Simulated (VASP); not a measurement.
Crystal: Ca7Se.

```xyz
8
Lattice="0.0000 4.5375 4.5375 4.5375 0.0000 4.5375 4.5375 4.5375 0.0000" Properties=species:S:1:pos:R:3 pbc="T T T"
Ca    2.2688    2.2688    0.0000
Ca    2.2688    4.5375    2.2688
Ca    4.5375    2.2688    2.2688
Ca    2.2688    2.2688    4.5375
Ca    2.2688    0.0000    2.2688
Ca    0.0000    2.2688    2.2688
Ca    4.5375    4.5375    4.5375
Se    0.0000    0.0000    0.0000
```

The cell was built from a structure type or drawn by symmetry, and may not be a known phase.

* Program: VASP 6.6.1
* Task: relaxation of cell and atoms
* Functional: PBE
* Potentials or basis: VASP PAW PBE potentials, release 64 (Ca_sv, Se)
* Cutoff: 600 eV
* k mesh: 4 × 4 × 4
* Occupations: gaussian, width 0.1 eV
* Spin: no spin polarisation

At the start: pressure 19.2 GPa; volume 23.36 Å³/atom.

Problem. How do energy, volume and symmetry change on relaxing?

Solution. Over 4 steps the energy falls by 606.5 meV/atom and the volume is 37.61 Å³/atom (+61.0 %); space group Fm-3m (No. 225, to 0.1 Å) before and after.

Step by step:
```tsv
step	energy change (eV)	largest force (eV/Å)	pressure (GPa)	volume (Å³)
1	0.0000	0.0000	19.25	186.85
2	-4.7035	0.0000	2.01	273.46
3	-4.7304	0.0000	-1.41	325.21
4	-4.8521	0.0000	-0.12	300.87
```

Final structure:
```
Ca Se
1.0
     0.00000    5.31845    5.31845
     5.31845    0.00000    5.31845
     5.31845    5.31845    0.00000
Ca Se
7 1
Direct
  0.00000 0.00000 0.50000
  0.50000 0.00000 0.50000
  0.00000 0.50000 0.50000
  0.50000 0.50000 0.00000
  0.00000 0.50000 0.00000
  0.50000 0.00000 0.00000
  0.50000 0.50000 0.50000
  0.00000 0.00000 0.00000
```

Caveat: the volume moved by over 15 % at a fixed basis, so the end points are rough.
